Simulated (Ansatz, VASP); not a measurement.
Mg2Ge2N: VASP beside Ansatz

```
Mg Ge N
1.0
     4.18832    0.00000    0.00000
    -2.09416    3.62720    0.00000
     0.00000    0.00000    5.95410
Mg Ge N
2 2 1
Direct
  0.33333 0.66667 0.00000
  0.66667 0.33333 0.00000
  0.33333 0.66667 0.50000
  0.66667 0.33333 0.50000
  0.00000 0.00000 0.00000
```

Alike in both runs: functional PBE; k mesh 6 × 6 × 4; occupations gaussian, width 0.1 eV; no spin polarisation.

Ansatz relaxed the structure, and its values are those at the end. VASP's run is a single point on that final structure, the one shown.

```csv
,VASP,Ansatz
version,VASP 6.6.1,Ansatz 0.2.0
potentials or method,"VASP PAW PBE potentials, release 64 (Mg, Ge_d, N), cutoff 520 eV","scalar-relativistic, plane waves, PAW"
valence electrons in the cell,37,53
```

|  | VASP | Ansatz | Ansatz less VASP |
| --- | --- | --- | --- |
| gap on the k mesh at the Fermi level (eV) | none | none | - |
| pressure (GPa) | 0.1 | 0.2 | +0.10 |

A gap of «none» marks a metal or a gap that the smearing closes. VASP's potentials hold 37 valence electrons a cell and Ansatz's 53, so a difference there can come from the potentials and not from the codes.
